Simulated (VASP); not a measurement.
# KF (CsCl type) (Pm-3m) in VASP: further runs

Runs on KF (CsCl type). Level: PBE. Tasks: single point.

Everything below comes from runs of VASP 6.6.1. Logs are shortened: lines on timing, memory, paths and dates and some standing lists are left out, and cuts for length are marked.

## 1. The cell of the first run

It takes space group Pm-3m (No. 221, cubic). The conventional cell has a = 2.460 Å, b = 2.460 Å, c = 2.460 Å, α = 90.00°, β = 90.00°, γ = 90.00°. Within 2.8 Å of K (site symmetry m-3m) lie 8 F at 2.13 Å and 6 K at 2.46 Å. F (site symmetry m-3m) has 8 K at 2.13 Å and 6 F at 2.46 Å within 2.8 Å.

## 2. Single point, PBE (volume scaled by 0.43)

INCAR reads:

```
SYSTEM = KF
PREC = Accurate
ENCUT = 520
EDIFF = 1E-7
ISMEAR = -1
SIGMA = 0.05
LREAL = .FALSE.
LASPH = .TRUE.
NELM = 60
ALGO = Normal
ISIF = 2
LWAVE = .FALSE.
LCHARG = .FALSE.
GGA = PE
NBANDS = 15
```

KPOINTS reads:

```
Automatic mesh
0
G
  14 14 14
  0 0 0
```

POSCAR reads:

```
KF
1.0
    2.4595919960      0.0000000000      0.0000000000
    0.0000000000      2.4595919960      0.0000000000
    0.0000000000      0.0000000000      2.4595919960
K F
1 1
Direct
    0.0000000000      0.0000000000      0.0000000000
    0.5000000000      0.5000000000      0.5000000000
```

Potentials or basis: VASP PAW PBE potentials, release 64 (K_sv, F).

Command:

```console
$ cat potpaw_PBE.64/K_sv/POTCAR potpaw_PBE.64/F/POTCAR > POTCAR
$ mpirun -np 1 vasp_std > vasp.out
```

OUTCAR:

```text
SYSTEM = KF
   PREC = Accurate
   ENCUT = 520
   EDIFF = 1E-7
   ISMEAR = -1
   LREAL = .FALSE.
   LASPH = .TRUE.
   NELM = 60
   ISIF = 2
   GGA = PE

 ion  position               nearest neighbor table
   1  0.000  0.000  0.000-   2 2.13   2 2.13   2 2.13   2 2.13   2 2.13   2 2.13   2 2.13   2 2.13

   2  0.500  0.500  0.500-   1 2.13   1 2.13   1 2.13   1 2.13   1 2.13   1 2.13   1 2.13   1 2.13

  LATTYP: Found a simple cubic cell.
 ALAT       =     2.4595919960

  Lattice vectors:

 A1 = (   2.4595919960,   0.0000000000,   0.0000000000)
 A2 = (   0.0000000000,   2.4595919960,   0.0000000000)
 A3 = (   0.0000000000,   0.0000000000,   2.4595919960)

Analysis of symmetry for initial positions (statically):
=====================================================================
 Subroutine PRICEL returns:
 Original cell was already a primitive cell.

 Routine SETGRP: Setting up the symmetry group for a
 simple cubic supercell.

 Subroutine GETGRP returns: Found 48 space group operations
 (whereof 48 operations were pure point group operations)
 out of a pool of 48 trial point group operations.

The static configuration has the point symmetry O_h .

Analysis of symmetry for dynamics (positions and initial velocities):
=====================================================================
 Subroutine PRICEL returns:
 Original cell was already a primitive cell.

 Routine SETGRP: Setting up the symmetry group for a
 simple cubic supercell.

 Subroutine GETGRP returns: Found 48 space group operations
 (whereof 48 operations were pure point group operations)
 out of a pool of 48 trial point group operations.

The dynamic configuration has the point symmetry O_h .

 Subroutine INISYM returns: Found 48 space group operations
 (whereof 48 operations are pure point group operations),
 and found     1 'primitive' translations

----------------------------------------------------------------------------------------

                                     Primitive cell

  volume of cell :      14.8795

  direct lattice vectors                    reciprocal lattice vectors
     2.459591996  0.000000000  0.000000000     0.406571497  0.000000000  0.000000000
     0.000000000  2.459591996  0.000000000     0.000000000  0.406571497  0.000000000
     0.000000000  0.000000000  2.459591996     0.000000000  0.000000000  0.406571497

  length of vectors
     2.459591996  2.459591996  2.459591996     0.406571497  0.406571497  0.406571497

  position of ions in fractional coordinates (direct lattice)
     0.000000000  0.000000000  0.000000000
     0.500000000  0.500000000  0.500000000

  ion indices of the primitive-cell ions
   primitive index   ion index
                 1           1
                 2           2

----------------------------------------------------------------------------------------

 KPOINTS: Automatic mesh

Automatic generation of k-mesh.
 Grid dimensions read from file:
 generate k-points for:   14   14   14

 Generating k-lattice:

  Cartesian coordinates                     Fractional coordinates (reciprocal lattice)
     0.029040821  0.000000000  0.000000000     0.071428571  0.000000000  0.000000000
     0.000000000  0.029040821  0.000000000     0.000000000  0.071428571  0.000000000
     0.000000000  0.000000000  0.029040821     0.000000000  0.000000000  0.071428571

  Length of vectors
     0.029040821  0.029040821  0.029040821

  Shift w.r.t. Gamma in fractional coordinates (k-lattice)
     0.000000000  0.000000000  0.000000000

 Subroutine IBZKPT returns following result:
 ===========================================

 Found    120 irreducible k-points:

 Following reciprocal coordinates:
            Coordinates               Weight
  0.000000  0.000000  0.000000      1.000000
  0.071429  0.000000  0.000000      6.000000
  0.142857  0.000000  0.000000      6.000000
  0.214286  0.000000  0.000000      6.000000
  0.285714  0.000000  0.000000      6.000000
  0.357143  0.000000  0.000000      6.000000
[... 16 lines left out ...]
  0.285714  0.214286  0.000000     24.000000
  0.357143  0.214286  0.000000     24.000000
 [... further k-points ...]
   k-points           NKPTS =    120   k-points in BZ     NKDIM =    120   number of bands    NBANDS=     15
   number of dos      NEDOS =    301   number of ions     NIONS =      2
   total plane-waves  NPLWV =   5832
   dimension x,y,z NGX =    18 NGY =   18 NGZ =   18
   dimension x,y,z NGXF=    36 NGYF=   36 NGZF=   36
   ions per type =               1   1
   NGX,Y,Z   is equivalent  to a cutoff of  12.17, 12.17, 12.17 a.u.
   NGXF,Y,Z  is equivalent  to a cutoff of  24.33, 24.33, 24.33 a.u.
 SYSTEM =  KF
   PREC   = accura    normal or accurate (medium, high low for compatibility)
   ISTART =      0    job   : 0-new  1-cont  2-samecut
   ICHARG =      2    charge: 1-file 2-atom 10-const
   ISPIN  =      1    spin polarized calculation?
   LNONCOLLINEAR =      F non collinear calculations
   LSORBIT =      F    spin-orbit coupling
   LASPH  =      T    aspherical Exc in radial PAW
   ENCUT  =  520.0 eV  38.22 Ry    6.18 a.u.   4.57  4.57  4.57*2*pi/ulx,y,z
   NELM   =     60;   NELMIN=  2; NELMDL= -5     # of ELM steps
   EDIFF  = 0.1E-06   stopping-criterion for ELM
   LREAL  =      F    real-space projection
   EDIFFG = 0.1E-05   stopping-criterion for IOM
   NSW    =      0    number of steps for IOM
   IBRION =     -1    ionic relax: 0-MD 1-quasi-New 2-CG
   NFREE  =      0    steps in history (QN), initial steepest desc. (CG)
   ISIF   =      2    stress and relaxation
   ISYM   =      2    0-nonsym 1-usesym 2-fastsym
   POTIM  = 0.5000    time-step for ionic-motion
   TEBEG  =    0.0;   TEEND  =   0.0 temperature during run
   PSTRESS=    0.0 pullay stress
   NELECT =      16.0000    total number of electrons
   NUPDOWN=      -1.0000    fix difference up-down
   EMIN   =  10.00;   EMAX   =-10.00  energy-range for DOS
   EFERMI =   0.00;   METHOD = LEGACY
   ISMEAR =    -1;   SIGMA  =   0.05  broadening in eV -4-tet -1-fermi 0-gaus
   EFERMI_NEDOS =   21; number of points for ismear=-14 and -15
   IALGO  =     38    algorithm
   IMIX   =      4    mixing-type and parameters
     AMIX     =   0.40;   BMIX     =  1.00
     AMIX_MAG =   1.60;   BMIX_MAG =  1.00
  volume/ion in A,a.u.               =       7.44        50.21
  Fermi-wavevector in a.u.,A,eV,Ry     =   1.677201  3.169450 38.273228  2.813003
  Thomas-Fermi vector in A             =   2.761509
   LORBIT       =      0    0 simple, 1 ext, 2 COOP (PROOUT), +10 PAW based schemes
   GGA     = PE    functional components
   LHFCALC =     F    Hartree Fock is set to
   AEXX    =    0.0000 exact exchange contribution
   IVDW    =     0    specifies the selected vdW correction
   LEPSILON=     F    determine dielectric tensor
   LRPA    =     F    only Hartree local field effects (RPA)
 non-spin polarized calculation
  energy-cutoff  :      520.00
  volume of cell :       14.88
 maximum number of plane-waves:       432
   NGX =  9   NGY =  9   NGZ =  9

 number of electron      15.9999998 magnetization

 Free energy of the ion-electron system (eV)
  ---------------------------------------------------
  ext. energy  EPLUGINS =         0.00000000
  ---------------------------------------------------
  free energy    TOTEN  =        -1.93540445 eV

  energy without entropy =       -1.93540445  energy(sigma->0) =       -1.93540445

 E-fermi :   4.8877     XC(G=0): -13.8614

 val. band max:        3.8588690142   @ k =   0.0000   0.0000   0.0000
 cond. band min:      10.7226086884   @ k =   0.0000   0.0000   0.0000
 fundamental gap:      6.8637396742
 Fermi energy:         4.8876687420

 k-point     1 :       0.0000    0.0000    0.0000
  band No.  band energies     occupation
      1     -25.6101      2.00000
      2     -15.8768      2.00000
      3      -4.8857      2.00000
      4      -4.8857      2.00000
      5      -4.8857      2.00000
      6       3.8589      2.00000
      7       3.8589      2.00000
      8       3.8589      2.00000
      9      10.7226      0.00000
     10      10.7226      0.00000
     11      20.6707      0.00000
     12      22.7980      0.00000
     13      22.7980      0.00000
     14      22.7980      0.00000
     15      35.4276      0.00000

 k-point     2 :       0.0714    0.0000    0.0000
  band No.  band energies     occupation
      1     -25.5279      2.00000
      2     -15.9822      2.00000
      3      -5.0376      2.00000
      4      -4.8258      2.00000
      5      -4.8258      2.00000
      6       3.6713      2.00000
      7       3.7775      2.00000
      8       3.7775      2.00000
      9      10.8050      0.00000
     10      11.1567      0.00000
     11      20.9069      0.00000
     12      22.6437      0.00000
     13      22.6437      0.00000
     14      22.8451      0.00000
     15      34.2033      0.00000

 k-point     3 :       0.1429    0.0000    0.0000
  band No.  band energies     occupation
      1     -25.2843      2.00000
      2     -16.2973      2.00000
      3      -5.4025      2.00000
      4      -4.6511      2.00000
      5      -4.6511      2.00000
      6       3.1585      2.00000
      7       3.5410      2.00000
      8       3.5410      2.00000
      9      11.0456      0.00000
     10      12.3481      0.00000
     11      21.5772      0.00000
     12      22.2507      0.00000
     13      22.2507      0.00000
     14      22.9796      0.00000
     15      31.9151      0.00000
[... 343 lines left out ...]
 k-point    23 :       0.2857    0.2143    0.0000
  band No.  band energies     occupation
      1     -23.7381      2.00000
      2     -17.5737      2.00000
      3      -7.6189      2.00000
      4      -4.9989      2.00000
      5      -3.6546      2.00000
      6       1.1745      2.00000
      7       2.6030      2.00000
      8       3.4399      2.00000
      9      13.7668      0.00000
     10      17.5241      0.00000
     11      18.2065      0.00000
     12      20.0074      0.00000
     13      22.0224      0.00000
     14      25.9694      0.00000
     15      30.5489      0.00000

 k-point    24 :       0.3571    0.2143    0.0000
  band No.  band energies     occupation
      1     -23.2132      2.00000
      2     -18.0502      2.00000
      3      -7.7736      2.00000
      4      -5.5591      2.00000
      5      -3.3694      2.00000
      6       1.3056      2.00000
      7       2.3514      2.00000
      8       3.1067      2.00000
      9      14.1579      0.00000
     10      17.5730      0.00000
     11      19.1123      0.00000
     12      19.7133      0.00000
     13      21.5090      0.00000
     14      27.1743      0.00000
     15      29.6102      0.00000

 [... further k-points ...]
[... 5 lines left out ...]
  --------------------------------------------------------------------------------------
  -------------------------------------------------------------------------------------
  Total       20.9211868     20.9211868     20.9211868      0.0000000      0.0000000      0.0000000
  in kB     2252.7224505   2252.7224505   2252.7224505      0.0000000      0.0000000      0.0000000
  external PRESSURE =    2252.7224505 kB  Pullay stress =       0.0000000 kB

 VOLUME and BASIS-vectors are now :
 -----------------------------------------------------------------------------
  energy-cutoff  :      520.00
  volume of cell :       14.88
      direct lattice vectors                 reciprocal lattice vectors
     2.459591996  0.000000000  0.000000000     0.406571497  0.000000000  0.000000000
     0.000000000  2.459591996  0.000000000     0.000000000  0.406571497  0.000000000
     0.000000000  0.000000000  2.459591996     0.000000000  0.000000000  0.406571497

 POSITION                                       TOTAL-FORCE (eV/Angst)
 -----------------------------------------------------------------------------------
      0.00000      0.00000      0.00000         0.000000      0.000000      0.000000
      1.22980      1.22980      1.22980         0.000000      0.000000      0.000000
 -----------------------------------------------------------------------------------
    total drift:                                0.000000     -0.000000     -0.000000

  FREE ENERGIE OF THE ION-ELECTRON SYSTEM (eV)
  ---------------------------------------------------
  free  energy   TOTEN  =        -1.9354044531 eV

  energy  without entropy=       -1.9354044531  energy(sigma->0) =       -1.93540445
```

Wall time 12 s (1 thread of AMD EPYC 9R45 (Zen 5), shared host); peak memory 0.11 GiB.

Results:

| Property | Result |
| --- | --- |
| Free energy | -1.9354 eV |
| Pressure | 225.3 GPa |
| Band gap on the k mesh | 6.86 eV, direct |

Levels at points of the mesh, in eV from the valence-band top:
| k point | band 5 | band 6 | band 7 | band 8 | band 9 | band 10 | band 11 | band 12 |
| --- | --- | --- | --- | --- | --- | --- | --- | --- |
| (0.00, 0.00, 0.00) | -8.74 | 0.00 | 0.00 | 0.00 | 6.86 | 6.86 | 16.81 | 18.94 |
| (0.50, 0.00, 0.00) | -7.17 | -3.54 | -2.07 | -2.07 | 9.04 | 15.25 | 16.86 | 16.86 |
| (0.50, 0.50, 0.00) | -6.52 | -1.29 | -0.63 | -0.63 | 9.94 | 11.01 | 14.07 | 14.07 |
| (0.50, 0.50, 0.50) | -11.24 | -5.29 | -5.29 | -5.29 | 14.70 | 14.70 | 14.70 | 23.86 |

 A k mesh can miss the band edges.

## 3. Single point, PBE (volume scaled by 0.43)

INCAR reads:

```
PREC = Accurate
ENCUT = 520
EDIFF = 1E-6
ISMEAR = -1
SIGMA = 0.05
LREAL = False
LASPH = True
NELM = 80
ALGO = Normal
ISIF = 2
LWAVE = False
LCHARG = False
GGA = PE
NBANDS = 15
```

KPOINTS reads:

```
Automatic mesh
0
Gamma
  14 14 14
```

POSCAR is that of step 2.

Potentials or basis: VASP PAW PBE potentials, release 64 (K_sv, F).

Command:

```console
$ cat potpaw_PBE.64/K_sv/POTCAR potpaw_PBE.64/F/POTCAR > POTCAR
$ mpirun -np 1 vasp_std > vasp.out
```

OUTCAR:

```text
PREC = Accurate
   ENCUT = 520
   EDIFF = 1E-6
   ISMEAR = -1
   LREAL = False
   LASPH = True
   NELM = 80
   ISIF = 2
   GGA = PE

 ion  position               nearest neighbor table
   1  0.000  0.000  0.000-   2 2.13   2 2.13   2 2.13   2 2.13   2 2.13   2 2.13   2 2.13   2 2.13

   2  0.500  0.500  0.500-   1 2.13   1 2.13   1 2.13   1 2.13   1 2.13   1 2.13   1 2.13   1 2.13

  LATTYP: Found a simple cubic cell.
 ALAT       =     2.4595919960

  Lattice vectors:

 A1 = (   2.4595919960,   0.0000000000,   0.0000000000)
 A2 = (   0.0000000000,   2.4595919960,   0.0000000000)
 A3 = (   0.0000000000,   0.0000000000,   2.4595919960)

Analysis of symmetry for initial positions (statically):
=====================================================================
 Subroutine PRICEL returns:
 Original cell was already a primitive cell.

 Routine SETGRP: Setting up the symmetry group for a
 simple cubic supercell.

 Subroutine GETGRP returns: Found 48 space group operations
 (whereof 48 operations were pure point group operations)
 out of a pool of 48 trial point group operations.

The static configuration has the point symmetry O_h .

Analysis of symmetry for dynamics (positions and initial velocities):
=====================================================================
 Subroutine PRICEL returns:
 Original cell was already a primitive cell.

 Routine SETGRP: Setting up the symmetry group for a
 simple cubic supercell.

 Subroutine GETGRP returns: Found 48 space group operations
 (whereof 48 operations were pure point group operations)
 out of a pool of 48 trial point group operations.

The dynamic configuration has the point symmetry O_h .

 Subroutine INISYM returns: Found 48 space group operations
 (whereof 48 operations are pure point group operations),
 and found     1 'primitive' translations

[... 114 lines left out ...]
     AMIX_MAG =   1.60;   BMIX_MAG =  1.00
  volume/ion in A,a.u.               =       7.44        50.21
  Fermi-wavevector in a.u.,A,eV,Ry     =   1.677201  3.169450 38.273228  2.813003
  Thomas-Fermi vector in A             =   2.761509
   LORBIT       =      0    0 simple, 1 ext, 2 COOP (PROOUT), +10 PAW based schemes
   GGA     = PE    functional components
   LHFCALC =     F    Hartree Fock is set to
   AEXX    =    0.0000 exact exchange contribution
   IVDW    =     0    specifies the selected vdW correction
   LEPSILON=     F    determine dielectric tensor
   LRPA    =     F    only Hartree local field effects (RPA)
 non-spin polarized calculation
  energy-cutoff  :      520.00
  volume of cell :       14.88
 maximum number of plane-waves:       432
   NGX =  9   NGY =  9   NGZ =  9

 number of electron      15.9999998 magnetization

 Free energy of the ion-electron system (eV)
  ---------------------------------------------------
  ext. energy  EPLUGINS =         0.00000000
  ---------------------------------------------------
  free energy    TOTEN  =        -1.93540487 eV

  energy without entropy =       -1.93540487  energy(sigma->0) =       -1.93540487

 E-fermi :   4.8873     XC(G=0): -13.8616

 val. band max:        3.8599750294   @ k =   0.0000   0.0000   0.0000
 cond. band min:      10.7219951224   @ k =   0.0000   0.0000   0.0000
 fundamental gap:      6.8620200930
 Fermi energy:         4.8873153507

 k-point     1 :       0.0000    0.0000    0.0000
  band No.  band energies     occupation
      1     -25.6105      2.00000
      2     -15.8760      2.00000
      3      -4.8861      2.00000
      4      -4.8861      2.00000
      5      -4.8861      2.00000
      6       3.8600      2.00000
      7       3.8600      2.00000
      8       3.8600      2.00000
      9      10.7220      0.00000
     10      10.7220      0.00000
     11      20.6699      0.00000
     12      22.7975      0.00000
     13      22.7975      0.00000
     14      22.7975      0.00000
[... 401 lines left out ...]
      2     -18.0492      2.00000
      3      -7.7740      2.00000
      4      -5.5596      2.00000
      5      -3.3701      2.00000
      6       1.3066      2.00000
      7       2.3526      2.00000
      8       3.1077      2.00000
      9      14.1573      0.00000
     10      17.5727      0.00000
     11      19.1118      0.00000
     12      19.7128      0.00000
     13      21.5085      0.00000
     14      27.1739      0.00000
     15      29.6098      0.00000

 [... further k-points ...]
[... 5 lines left out ...]
  --------------------------------------------------------------------------------------
  -------------------------------------------------------------------------------------
  Total       20.9122273     20.9122273     20.9122273      0.0000000      0.0000000      0.0000000
  in kB     2251.7577144   2251.7577144   2251.7577144      0.0000000      0.0000000      0.0000000
  external PRESSURE =    2251.7577144 kB  Pullay stress =       0.0000000 kB

 VOLUME and BASIS-vectors are now :
 -----------------------------------------------------------------------------
  energy-cutoff  :      520.00
  volume of cell :       14.88
      direct lattice vectors                 reciprocal lattice vectors
     2.459591996  0.000000000  0.000000000     0.406571497  0.000000000  0.000000000
     0.000000000  2.459591996  0.000000000     0.000000000  0.406571497  0.000000000
     0.000000000  0.000000000  2.459591996     0.000000000  0.000000000  0.406571497

 POSITION                                       TOTAL-FORCE (eV/Angst)
 -----------------------------------------------------------------------------------
      0.00000      0.00000      0.00000         0.000000      0.000000      0.000000
      1.22980      1.22980      1.22980         0.000000      0.000000      0.000000
 -----------------------------------------------------------------------------------
    total drift:                                0.000000     -0.000000     -0.000000

  FREE ENERGIE OF THE ION-ELECTRON SYSTEM (eV)
  ---------------------------------------------------
  free  energy   TOTEN  =        -1.9354048671 eV

  energy  without entropy=       -1.9354048671  energy(sigma->0) =       -1.93540487
```

Wall time 11 s (1 thread of AMD EPYC 9R45 (Zen 5), shared host); peak memory 0.11 GiB.

Results:

```
Free energy            : -1.9354 eV
Pressure               : 225.2 GPa
Band gap on the k mesh : 6.86 eV, direct
```

Levels at points of the mesh, in eV from the valence-band top:
| k point | band 6 | band 7 | band 8 | band 9 | band 10 | band 11 |
| --- | --- | --- | --- | --- | --- | --- |
| (0.00, 0.00, 0.00) | 0.00 | 0.00 | 0.00 | 6.86 | 6.86 | 16.81 |
| (0.50, 0.00, 0.00) | -3.54 | -2.07 | -2.07 | 9.04 | 15.25 | 16.85 |
| (0.50, 0.50, 0.00) | -1.29 | -0.63 | -0.63 | 9.94 | 11.01 | 14.07 |
| (0.50, 0.50, 0.50) | -5.29 | -5.29 | -5.29 | 14.70 | 14.70 | 14.70 |
